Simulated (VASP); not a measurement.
Write the native input for VASP 6.6.1 that does the following.

```
Task                   : relaxation of cell and atoms
Functional             : PBE
Potentials or basis    : VASP PAW PBE potentials, release 64 (Ti_sv, Te, Pt)
Cutoff                 : 600 eV
k mesh                 : 6 × 6 × 10
Occupations            : gaussian, width 0.1 eV
Spin                   : no spin polarisation
Dipole correction      : no
Further INCAR settings : ALGO = Normal; EDIFF = 1e-07; IBRION = 2; EDIFFG = -0.01; NSW = 100; ISIF = 3
```

The structure of Ti2Te3Pt lies in POSCAR:

```
Ti2Te3Pt
1.0
    6.0965440600      0.0000000000      0.0000000000
   -3.0482720300      5.2797620300      0.0000000000
    0.0000000000      0.0000000000      4.2820269200
Ti Te Pt
2 3 1
Direct
    0.6666666700      0.3333333300      0.9631379800
    0.3333333300      0.6666666700      0.9631379800
    0.5000000000      0.5000000000      0.4595159900
    0.5000000000      0.0000000000      0.4595159900
    0.0000000000      0.5000000000      0.4595159900
    0.0000000000      0.0000000000      0.8888130200
```

The cell was built from a structure type or drawn by symmetry, and may not be a known phase.

One way to write it, as run:

INCAR

```
SYSTEM = Ti2Te3Pt
PREC = Accurate
ENCUT = 600
EDIFF = 1E-7
ISMEAR = 0
SIGMA = 0.1
LREAL = .FALSE.
LASPH = .TRUE.
NELM = 80
ALGO = Normal
ISIF = 3
LWAVE = .FALSE.
LCHARG = .FALSE.
GGA = PE
IBRION = 2
NSW = 100
EDIFFG = -0.01
```

KPOINTS

```
regular mesh
0
G
  6 6 10
  0 0 0
```

Potentials or basis: VASP PAW PBE potentials, release 64 (Ti_sv, Te, Pt).

Command:

```console
$ cat potpaw_PBE.64/Ti_sv/POTCAR potpaw_PBE.64/Te/POTCAR potpaw_PBE.64/Pt/POTCAR > POTCAR
$ mpirun -np 1 vasp_std > vasp.out
```

Results of the run:

```yaml
Relaxed_volume: 23.65 Å³/atom
Relaxed_cell: a = 6.151 Å, b = 6.151 Å, c = 4.331 Å, α = 90.00°, β = 90.00°, γ = 120.00°
Space_group_after_relaxing_to_0.1_Å: P6mm (No. 183)
Energy_gained_by_relaxing: 6.0 meV/atom
Ionic_steps: 21
Pressure_after_relaxing: 0.0 GPa
Largest_force_after_relaxing: 0.006 eV/Å
Band_gap_on_the_k_mesh: zero (bands 26 and 27 overlap by 0.62 eV)
```

Caveat: spin-orbit coupling is left out, which moves the levels of the heavy elements.

Wall time 45 min on 1 thread of Intel(R) Xeon(R) 6975P-C (Granite Rapids) (shared host), peak memory 0.46 GiB.
